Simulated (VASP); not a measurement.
# Na (Im-3m) in VASP: further runs

The runs below take Na through single point, relaxation of cell and atoms, with PBEsol.

Program: VASP 6.6.1. These are calculated values, not measurements. Logs are shortened: lines on timing, memory, paths and dates and some standing lists are left out, and cuts for length are marked.

### Step 1. The cell of the first run

The structure is cubic, space group Im-3m (No. 229). Conventional cell: a = 4.169 Å, b = 4.169 Å, c = 4.169 Å, α = 90.00°, β = 90.00°, γ = 90.00°. Within 4.7 Å of Na (site symmetry m-3m) lie 14 Na at 3.61 to 4.17 Å.

### Step 2. Single point, PBEsol

File INCAR:

```
SYSTEM = Na
ALGO     = Normal         ! electronic algorithm
EDIFF    = 1E-6           ! SCF threshold, eV
ENCUT    = 500            ! plane-wave cutoff, eV
GGA      = PS             ! functional
GGA_COMPAT= .False.      
ISIF     = 2              ! what is computed and relaxed
ISMEAR   = -1             ! smearing method
LASPH    = .True.         ! aspherical terms in the spheres
LCHARG   = .False.        ! write CHGCAR
LREAL    = .False.        ! projectors in reciprocal space
LWAVE    = .False.        ! write WAVECAR
NBANDS   = 10             ! bands
NELM     = 120            ! most SCF steps
PREC     = Accurate       ! precision mode
SIGMA    = 0.02           ! smearing width, eV
```

File KPOINTS:

```
k-points
0
Gamma
  7 7 7
  0 0 0
```

File POSCAR:

```
Na
1.0
   -2.0847483087      2.0847483087      2.0847483087
    2.0847483087     -2.0847483087      2.0847483087
    2.0847483087      2.0847483087     -2.0847483087
Na
1
Direct
    0.0000000000      0.0000000000      0.0000000000
```

Potentials or basis: VASP PAW PBE potentials, release 64 (Na_pv).

Run with:

```
cat potpaw_PBE.64/Na_pv/POTCAR > POTCAR
mpirun -np 1 vasp_std > vasp.out
```

OUTCAR:

```text
SYSTEM = Na
   EDIFF = 1E-6
   ENCUT = 500
   GGA = PS
   ISIF = 2
   ISMEAR = -1
   LASPH = .True.
   LREAL = .False.
   NELM = 120
   PREC = Accurate

 ion  position               nearest neighbor table
   1  0.000  0.000  0.000-

  LATTYP: Found a body centered cubic cell.
 ALAT       =     4.1694966174

  Lattice vectors:

 A1 = (  -2.0847483087,   2.0847483087,   2.0847483087)
 A2 = (   2.0847483087,  -2.0847483087,   2.0847483087)
 A3 = (   2.0847483087,   2.0847483087,  -2.0847483087)

Analysis of symmetry for initial positions (statically):
=====================================================================
 Subroutine PRICEL returns:
 Original cell was already a primitive cell.

 Routine SETGRP: Setting up the symmetry group for a
 body centered cubic supercell.

 Subroutine GETGRP returns: Found 48 space group operations
 (whereof 48 operations were pure point group operations)
 out of a pool of 48 trial point group operations.

The static configuration has the point symmetry O_h .

Analysis of symmetry for dynamics (positions and initial velocities):
=====================================================================
 Subroutine PRICEL returns:
 Original cell was already a primitive cell.

 Routine SETGRP: Setting up the symmetry group for a
 body centered cubic supercell.

 Subroutine GETGRP returns: Found 48 space group operations
 (whereof 48 operations were pure point group operations)
 out of a pool of 48 trial point group operations.

The dynamic configuration has the point symmetry O_h .

 Subroutine INISYM returns: Found 48 space group operations
 (whereof 48 operations are pure point group operations),
 and found     1 'primitive' translations

----------------------------------------------------------------------------------------

                                     Primitive cell

  volume of cell :      36.2427

  direct lattice vectors                    reciprocal lattice vectors
    -2.084748309  2.084748309  2.084748309     0.000000000  0.239837105  0.239837105
     2.084748309 -2.084748309  2.084748309     0.239837105  0.000000000  0.239837105
     2.084748309  2.084748309 -2.084748309     0.239837105  0.239837105  0.000000000

  length of vectors
     3.610889992  3.610889992  3.610889992     0.339180887  0.339180887  0.339180887

  position of ions in fractional coordinates (direct lattice)
     0.000000000  0.000000000  0.000000000

  ion indices of the primitive-cell ions
   primitive index   ion index
                 1           1

----------------------------------------------------------------------------------------

 KPOINTS: k-points

Automatic generation of k-mesh.
 Grid dimensions read from file:
 generate k-points for:    7    7    7

 Generating k-lattice:

  Cartesian coordinates                     Fractional coordinates (reciprocal lattice)
     0.000000000  0.034262444  0.034262444     0.142857143  0.000000000  0.000000000
     0.034262444  0.000000000  0.034262444     0.000000000  0.142857143  0.000000000
     0.034262444  0.034262444  0.000000000     0.000000000  0.000000000  0.142857143

  Length of vectors
     0.048454412  0.048454412  0.048454412

  Shift w.r.t. Gamma in fractional coordinates (k-lattice)
     0.000000000  0.000000000  0.000000000

 Subroutine IBZKPT returns following result:
 ===========================================

 Found     20 irreducible k-points:

 Following reciprocal coordinates:
            Coordinates               Weight
  0.000000  0.000000  0.000000      1.000000
  0.142857  0.000000  0.000000     12.000000
  0.285714  0.000000  0.000000     12.000000
  0.428571  0.000000  0.000000     12.000000
  0.142857  0.142857  0.000000     24.000000
  0.285714  0.142857  0.000000     48.000000
[... 12 lines left out ...]
 -0.428571 -0.428571  0.285714      8.000000
 -0.428571  0.428571  0.428571      6.000000
   k-points           NKPTS =     20   k-points in BZ     NKDIM =     20   number of bands    NBANDS=     10
   number of dos      NEDOS =    301   number of ions     NIONS =      1
   total plane-waves  NPLWV =  21952
   dimension x,y,z NGX =    28 NGY =   28 NGZ =   28
   dimension x,y,z NGXF=    56 NGYF=   56 NGZF=   56
   ions per type =               1
   NGX,Y,Z   is equivalent  to a cutoff of  12.89, 12.89, 12.89 a.u.
   NGXF,Y,Z  is equivalent  to a cutoff of  25.78, 25.78, 25.78 a.u.
 SYSTEM =  Na
   PREC   = accura    normal or accurate (medium, high low for compatibility)
   ISTART =      0    job   : 0-new  1-cont  2-samecut
   ICHARG =      2    charge: 1-file 2-atom 10-const
   ISPIN  =      1    spin polarized calculation?
   LNONCOLLINEAR =      F non collinear calculations
   LSORBIT =      F    spin-orbit coupling
   LASPH  =      T    aspherical Exc in radial PAW
   ENCUT  =  500.0 eV  36.75 Ry    6.06 a.u.   6.58  6.58  6.58*2*pi/ulx,y,z
   NELM   =    120;   NELMIN=  2; NELMDL= -5     # of ELM steps
   EDIFF  = 0.1E-05   stopping-criterion for ELM
   LREAL  =      F    real-space projection
   EDIFFG = 0.1E-04   stopping-criterion for IOM
   NSW    =      0    number of steps for IOM
   IBRION =     -1    ionic relax: 0-MD 1-quasi-New 2-CG
   NFREE  =      0    steps in history (QN), initial steepest desc. (CG)
   ISIF   =      2    stress and relaxation
   ISYM   =      2    0-nonsym 1-usesym 2-fastsym
   POTIM  = 0.5000    time-step for ionic-motion
   TEBEG  =    0.0;   TEEND  =   0.0 temperature during run
   PSTRESS=    0.0 pullay stress
   NELECT =       7.0000    total number of electrons
   NUPDOWN=      -1.0000    fix difference up-down
   EMIN   =  10.00;   EMAX   =-10.00  energy-range for DOS
   EFERMI =   0.00;   METHOD = LEGACY
   ISMEAR =    -1;   SIGMA  =   0.02  broadening in eV -4-tet -1-fermi 0-gaus
   EFERMI_NEDOS =   21; number of points for ismear=-14 and -15
   IALGO  =     38    algorithm
   IMIX   =      4    mixing-type and parameters
     AMIX     =   0.40;   BMIX     =  1.00
     AMIX_MAG =   1.60;   BMIX_MAG =  1.00
  volume/ion in A,a.u.               =      36.24       244.58
  Fermi-wavevector in a.u.,A,eV,Ry     =   0.946311  1.788268 12.184078  0.895504
  Thomas-Fermi vector in A             =   2.074297
   LORBIT       =      0    0 simple, 1 ext, 2 COOP (PROOUT), +10 PAW based schemes
   GGA     = PS    functional components
   LHFCALC =     F    Hartree Fock is set to
   AEXX    =    0.0000 exact exchange contribution
   IVDW    =     0    specifies the selected vdW correction
   LEPSILON=     F    determine dielectric tensor
   LRPA    =     F    only Hartree local field effects (RPA)
 non-spin polarized calculation
  energy-cutoff  :      500.00
  volume of cell :       36.24
 maximum number of plane-waves:       939
   NGX = 13   NGY = 13   NGZ = 13

 number of electron       6.9999995 magnetization

 Free energy of the ion-electron system (eV)
  ---------------------------------------------------
  ext. energy  EPLUGINS =         0.00000000
  ---------------------------------------------------
  free energy    TOTEN  =        -1.40047865 eV

  energy without entropy =       -1.39868619  energy(sigma->0) =       -1.39958242

 E-fermi :   0.2649     XC(G=0):  -6.5611

 val. band max:        0.2318953814   @ k =  -0.2857   0.4286   0.1429
 cond. band min:       0.5690425867   @ k =  -0.4286   0.4286   0.1429
 fundamental gap:      0.3371472053
 Fermi energy:         0.2648950711

 k-point     1 :       0.0000    0.0000    0.0000
  band No.  band energies     occupation
      1     -24.3973      2.00000
      2     -24.3973      2.00000
      3     -24.3973      2.00000
      4      -2.9556      2.00000
      5      12.2496      0.00000
      6      12.2496      0.00000
      7      12.2496      0.00000
      8      13.2679      0.00000
      9      13.2679      0.00000
     10      13.8196      0.00000

 k-point     2 :       0.1429    0.0000    0.0000
  band No.  band energies     occupation
      1     -24.4048      2.00000
      2     -24.3998      2.00000
      3     -24.3973      2.00000
      4      -2.5912      2.00000
      5       9.1519      0.00000
      6      10.7958      0.00000
      7      11.2999      0.00000
      8      11.6967      0.00000
      9      12.4595      0.00000
     10      14.3163      0.00000

 k-point     3 :       0.2857    0.0000    0.0000
  band No.  band energies     occupation
      1     -24.4213      2.00000
      2     -24.4054      2.00000
      3     -24.3973      2.00000
      4      -1.5135      2.00000
      5       5.6327      0.00000
      6       9.4418      0.00000
      7      10.2764      0.00000
      8      10.4570      0.00000
      9      11.6092      0.00000
     10      15.2002      0.00000

 k-point     4 :       0.4286    0.0000    0.0000
  band No.  band energies     occupation
      1     -24.4345      2.00000
      2     -24.4098      2.00000
      3     -24.3972      2.00000
      4       0.2279      1.72778
      5       2.6692      0.00000
      6       8.7513      0.00000
      7       9.7474      0.00000
      8       9.8379      0.00000
      9      11.0050      0.00000
     10      16.4012      0.00000
[... 170 lines left out ...]
 k-point    18 :      -0.4286    0.4286    0.2857
  band No.  band energies     occupation
      1     -24.4284      2.00000
      2     -24.4190      2.00000
      3     -24.4149      2.00000
      4       1.5791      0.00000
      5       3.9528      0.00000
      6       6.0966      0.00000
      7       6.7141      0.00000
      8       8.9613      0.00000
      9      11.6030      0.00000
     10      14.9968      0.00000

 k-point    19 :      -0.4286   -0.4286    0.2857
  band No.  band energies     occupation
      1     -24.4260      2.00000
      2     -24.4260      2.00000
      3     -24.4161      2.00000
      4       3.3119      0.00000
      5       3.3119      0.00000
      6       4.3805      0.00000
      7       7.9534      0.00000
      8       7.9534      0.00000
      9      10.1169      0.00000
     10      15.2782      0.00000

 k-point    20 :      -0.4286    0.4286    0.4286
  band No.  band energies     occupation
      1     -24.4253      2.00000
      2     -24.4241      2.00000
      3     -24.4241      2.00000
      4       3.2057      0.00000
      5       5.0977      0.00000
      6       5.4875      0.00000
      7       5.4876      0.00000
      8       6.6700      0.00000
      9       9.1702      0.00000
     10      18.4632      0.00000

------------------------ aborting loop because EDIFF is reached ----------------------------------------

  FORCE on cell =-STRESS in cart. coord.  units (eV):
  Direction    XX          YY          ZZ          XY          YZ          ZX
  --------------------------------------------------------------------------------------
  -------------------------------------------------------------------------------------
  Total       -0.0071661     -0.0071661     -0.0071661      0.0000000     -0.0000000     -0.0000000
  in kB       -0.3167923     -0.3167923     -0.3167923      0.0000000     -0.0000000     -0.0000000
  external PRESSURE =      -0.3167923 kB  Pullay stress =       0.0000000 kB

 VOLUME and BASIS-vectors are now :
 -----------------------------------------------------------------------------
  energy-cutoff  :      500.00
  volume of cell :       36.24
      direct lattice vectors                 reciprocal lattice vectors
    -2.084748309  2.084748309  2.084748309     0.000000000  0.239837105  0.239837105
     2.084748309 -2.084748309  2.084748309     0.239837105  0.000000000  0.239837105
     2.084748309  2.084748309 -2.084748309     0.239837105  0.239837105  0.000000000

 POSITION                                       TOTAL-FORCE (eV/Angst)
 -----------------------------------------------------------------------------------
      0.00000      0.00000      0.00000         0.000000      0.000000      0.000000
 -----------------------------------------------------------------------------------
    total drift:                                0.000000     -0.000000      0.000000

  FREE ENERGIE OF THE ION-ELECTRON SYSTEM (eV)
  ---------------------------------------------------
  free  energy   TOTEN  =        -1.4004786522 eV

  energy  without entropy=       -1.3986861876  energy(sigma->0) =       -1.39958242
```

It used 6.5 s of CPU time on 1 thread of AMD EPYC 7R13 Processor (Zen 3), with other jobs on the host.

Results:

- Free energy: -1.4005 eV
- Pressure: 0.0 GPa

Levels at points of the mesh, in eV from the Fermi level:
```tsv
k point	band 1	band 2	band 3	band 4	band 5	band 6	band 7	band 8	band 9
(0.00, 0.00, 0.00)	-24.66	-24.66	-24.66	-3.22	11.98	11.98	11.98	13.00	13.00
```

Caveat: the PAW data sets were made with another functional, which shifts forces and pressure a little.

### Step 3. Relaxation of cell and atoms, PBEsol

This run uses another cell than the first one, of 39.26 Å³/atom, 1.083 times its volume.

File INCAR:

```
SYSTEM = Na
  PREC = Accurate
  ENCUT = 500
  EDIFF = 1E-7
  ISMEAR = -1
  SIGMA = 0.02
  LREAL = .FALSE.
  LASPH = .TRUE.
  NELM = 120
  ALGO = Normal
  ISIF = 3
  LWAVE = .FALSE.
  LCHARG = .FALSE.
  GGA = PS
  IBRION = 2
  NSW = 80
  EDIFFG = -0.01
  GGA_COMPAT = .FALSE.
  NELMIN = 4
```

File KPOINTS:

```
Automatic mesh
0
G
  7 7 7
  0 0 0
```

File POSCAR:

```
Na
1.0
   -2.1410000000      2.1410000000      2.1410000000
    2.1410000000     -2.1410000000      2.1410000000
    2.1410000000      2.1410000000     -2.1410000000
Na
1
Direct
    0.0000000000      0.0000000000      0.0000000000
```

Potentials or basis: VASP PAW PBE potentials, release 64 (Na_pv).

Run with:

```
cat potpaw_PBE.64/Na_pv/POTCAR > POTCAR
mpirun -np 1 vasp_std > vasp.out
```

OUTCAR:

```text
SYSTEM = Na
   PREC = Accurate
   ENCUT = 500
   EDIFF = 1E-7
   ISMEAR = -1
   LREAL = .FALSE.
   LASPH = .TRUE.
   NELM = 120
   ISIF = 3
   GGA = PS
   IBRION = 2
   NSW = 80
   EDIFFG = -0.01
   NELMIN = 4

 ion  position               nearest neighbor table
   1  0.000  0.000  0.000-

  LATTYP: Found a body centered cubic cell.
 ALAT       =     4.2820000000

  Lattice vectors:

 A1 = (  -2.1410000000,   2.1410000000,   2.1410000000)
 A2 = (   2.1410000000,  -2.1410000000,   2.1410000000)
 A3 = (   2.1410000000,   2.1410000000,  -2.1410000000)

Analysis of symmetry for initial positions (statically):
=====================================================================
 Subroutine PRICEL returns:
 Original cell was already a primitive cell.

 Routine SETGRP: Setting up the symmetry group for a
 body centered cubic supercell.

 Subroutine GETGRP returns: Found 48 space group operations
 (whereof 48 operations were pure point group operations)
 out of a pool of 48 trial point group operations.

The static configuration has the point symmetry O_h .

Analysis of symmetry for dynamics (positions and initial velocities):
[... 138 lines left out ...]
  volume of cell :       39.26
 maximum number of plane-waves:      1004
   NGX = 13   NGY = 13   NGZ = 13

--------------------------------------- Ionic step        1  -------------------------------------------

 number of electron       7.0000011 magnetization

 Free energy of the ion-electron system (eV)
  ---------------------------------------------------
  ext. energy  EPLUGINS =         0.00000000
  ---------------------------------------------------
  free energy    TOTEN  =        -1.39523436 eV

  energy without entropy =       -1.39344113  energy(sigma->0) =       -1.39433775

------------------------ aborting loop because EDIFF is reached ----------------------------------------

  FORCE on cell =-STRESS in cart. coord.  units (eV):
  Direction    XX          YY          ZZ          XY          YZ          ZX
  --------------------------------------------------------------------------------------
  -------------------------------------------------------------------------------------
  Total       -0.1382165     -0.1382165     -0.1382165     -0.0000000      0.0000000      0.0000000
  in kB       -5.6410565     -5.6410565     -5.6410565     -0.0000000      0.0000000      0.0000000
  external PRESSURE =      -5.6410565 kB  Pullay stress =       0.0000000 kB
[... 57 lines left out ...]
--------------------------------------- Ionic step        3  -------------------------------------------

 number of electron       6.9999994 magnetization

 Free energy of the ion-electron system (eV)
  ---------------------------------------------------
  ext. energy  EPLUGINS =         0.00000000
  ---------------------------------------------------
  free energy    TOTEN  =        -1.40068148 eV

  energy without entropy =       -1.39888903  energy(sigma->0) =       -1.39978525

 E-fermi :   0.2686     XC(G=0):  -6.5642

 val. band max:        0.2355830806   @ k =  -0.2857   0.4286   0.1429
 cond. band min:       0.5729618152   @ k =  -0.4286   0.4286   0.1429
 fundamental gap:      0.3373787346
 Fermi energy:         0.2685794475

 k-point     1 :       0.0000    0.0000    0.0000
  band No.  band energies     occupation
      1     -24.3926      2.00000
      2     -24.3926      2.00000
      3     -24.3926      2.00000
      4      -2.9545      2.00000
      5      12.2616      0.00000
      6      12.2616      0.00000
      7      12.2616      0.00000
[... 216 lines left out ...]
  FREE ENERGIE OF THE ION-ELECTRON SYSTEM (eV)
  ---------------------------------------------------
  free  energy   TOTEN  =        -1.4006814786 eV

  energy  without entropy=       -1.3988890266  energy(sigma->0) =       -1.39978525

 reached required accuracy - stopping structural energy minimisation
```

It used 16 s of CPU time on 1 thread of AMD EPYC 7R13 Processor (Zen 3), with other jobs on the host.

Results:

```
Free energy                            : -1.4007 eV
Relaxed volume                         : 36.20 Å³/atom
Relaxed cell                           : a = 3.609 Å, b = 3.609 Å, c = 3.609 Å, α = 109.47°, β = 109.47°, γ = 109.47°
Space group after relaxing (to 0.05 Å) : Im-3m (No. 229)
Energy gained by relaxing              : 5.4 meV/atom
Ionic steps                            : 3
Pressure after relaxing                : 0.0 GPa
```

Step by step:
```tsv
step	energy change (eV)	largest force (eV/Å)	pressure (GPa)	volume (Å³)
1	0.0000	0.0000	-0.56	39.26
2	-0.0024	0.0000	-0.43	38.48
3	-0.0054	0.0000	0.01	36.20
```

Final structure:
```xyz
1
Lattice="-2.0839 2.0839 2.0839 2.0839 -2.0839 2.0839 2.0839 2.0839 -2.0839" Properties=species:S:1:pos:R:3 pbc="T T T"
Na    0.0000    0.0000    0.0000
```

Caveat: the PAW data sets were made with another functional, which shifts forces and pressure a little.
